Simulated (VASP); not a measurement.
Y3Mg, 4 atoms in the cell. The typed cell holds 4 atoms: a = 5.532 Å, b = 5.532 Å, c = 5.532 Å, α = 60.00°, β = 60.00°, γ = 60.00°. 

| Quantity | Value |
| --- | --- |
| Program | VASP 6.6.1 |
| Task | single point |
| Functional | PBEsol |
| Potentials or basis | VASP PAW PBE potentials, release 64 (Y_sv, Mg) |
| Cutoff | 520 eV |
| k mesh | 4 × 4 × 4 |
| Occupations | fermi-dirac, width 0.1 eV |
| Spin | no spin polarisation |
| Dipole correction | no |
| Further INCAR settings | ALGO = Normal; EDIFF = 1e-07; NBANDS = 26 |

Potentials or basis: VASP PAW PBE potentials, release 64 (Y_sv, Mg).

Command:

```console
$ cat potpaw_PBE.64/Y_sv/POTCAR potpaw_PBE.64/Mg/POTCAR > POTCAR
$ mpirun -np 1 vasp_std > vasp.out
```

Hardware: 1 thread of Intel(R) Xeon(R) Platinum 8488C (Sapphire Rapids), with other jobs on the host.

**Question.** Estimate the wall time of this run.

**Answer.** It took 2.1 min on 1 thread of Intel(R) Xeon(R) Platinum 8488C (Sapphire Rapids), with other jobs on the host, peak memory 0.33 GiB. Counts: scf iterations 16, k points 36.
